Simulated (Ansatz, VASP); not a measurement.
**MnO in VASP and in Ansatz**

The input INCAR:

```
SYSTEM = MnO
  PREC = Accurate
  ENCUT = 600
  EDIFF = 1E-6
  ISMEAR = -1
  SIGMA = 0.05
  LREAL = .FALSE.
  LASPH = .TRUE.
  NELM = 200
  ALGO = Normal
  ISIF = 2
  LWAVE = .FALSE.
  LCHARG = .TRUE.
  ISPIN = 2
  MAGMOM = 4 0
  LORBIT = 11
  LMAXMIX = 4
  GGA = PE
  LELF = .TRUE.
  LVHAR = .TRUE.
  NBANDS = 22
  GGA_COMPAT = .FALSE.
```

The input KPOINTS:

```
regular mesh
0
G
  10 10 10
  0 0 0
```

File POSCAR:

```
MnO
1.0
    0.0000000000      2.1766406568      2.1766406568
    2.1766406568      0.0000000000      2.1766406568
    2.1766406568      2.1766406568      0.0000000000
Mn O
1 1
Direct
    0.0000000000      0.0000000000      0.0000000000
    0.5000000000      0.5000000000      0.5000000000
```

Contents of input.yaml:

```yaml
crystal:
  lattice:
    - [0.0, 2.1766406568, 2.1766406568]
    - [2.1766406568, 0.0, 2.1766406568]
    - [2.1766406568, 2.1766406568, 0.0]
  atoms:
    - { symbol: Mn, position: [0.0, 0.0, 0.0], spin: 4.0 }
    - { symbol: O, position: [0.5, 0.5, 0.5] }
hamiltonian:
  xc: pbe
  pseudopotentials: { kind: paw }
magnetization:
  spin_polarized: true
kpoints:
  mp_grid: { grid: [10, 10, 10] }
scf:
  occupations: { method: fermi_dirac, width: 0.05 }
output:
  forces: true
  stress: true
  eigenvalues: true
```

Alike in both runs: task single point; functional PBE; k mesh 10 × 10 × 10; occupations fermi-dirac, width 0.05 eV; collinear spin.

|  | VASP | Ansatz |
| --- | --- | --- |
| version | VASP 6.6.1 | Ansatz 0.2.0 |
| potentials or method | VASP PAW PBE potentials, release 64 (Mn_sv, O) | Ansatz PAW |
| plane-wave cutoff (eV) | 600 | 420 |
| valence electrons in the cell | 21 | 21 |

|  | VASP | Ansatz | Ansatz less VASP |
| --- | --- | --- | --- |
| gap on the k mesh at the Fermi level (eV) | none | none | - |
| pressure (GPa) | 5.0 | 6.8 | +1.84 |
| net moment per atom (μB) | 2.28 | 2.28 | +0.001 |
| size of the moment on the site where the two differ most (μB) | 4.00 | 3.87 | -0.136 |

Site moments also hang on the region over which each program counts them. A gap of «none» marks a metal or a gap that the smearing closes. With one functional, cell and mesh, what is left measures potentials, basis and numerics.
